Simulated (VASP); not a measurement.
Runs of VASP 6.6.1 on ZnO. The structure is that of space group P6_3mc (No. 186), or close to it. The cells are those of the table. 

| potentials or basis | cell | k mesh | cutoff (eV) | smearing | second run | gap on the mesh (eV) | pressure (GPa) | largest force (eV/Å) |
| --- | --- | --- | --- | --- | --- | --- | --- | --- |
| VASP PAW PBE potentials, release 64 (Zn, O_h) | a = 3.237, b = 3.237, c = 5.222 Å, angles 90.0, 90.0, 120.0°, 4 atoms | 6 × 6 × 4 | 910 | gaussian 0.1 eV | hard_potentials | 1.23 | 0.3 | - |
| VASP PAW PBE potentials, release 64 (Zn, O) | a = 3.235, b = 3.235, c = 5.212 Å, angles 90.0, 90.0, 120.0°, 4 atoms | 12 × 12 × 6 | 520 | gaussian 0.02 eV | - | 1.23 | 1.0 | 0.02 |
| VASP PAW PBE potentials, release 64 (Zn, O) | a = 3.237, b = 3.237, c = 5.222 Å, angles 90.0, 90.0, 120.0°, 4 atoms | 6 × 6 × 4 | 520 | gaussian 0.1 eV | - | 1.23 | (a) | 0.02 |
| VASP PAW PBE potentials, release 64 (Zn, O) | a = 3.235, b = 3.235, c = 5.212 Å, angles 90.0, 90.0, 120.0°, 4 atoms | 12 × 12 × 6 | 520 | gaussian 0.01 eV | - | 1.23 | 1.0 | 0.02 |

Alike in all rows: task single point; level r2SCAN; no spin polarisation.

Question: Fill in the values left out.

Answer: (a) 0.5.

Caveats: the PAW data sets were made with another functional, which shifts forces and pressure a little; the cutoff is under 1.25 times the usual one of these potentials, so pressure, stress and relaxed cells hold a basis-set (Pulay) error (some runs).

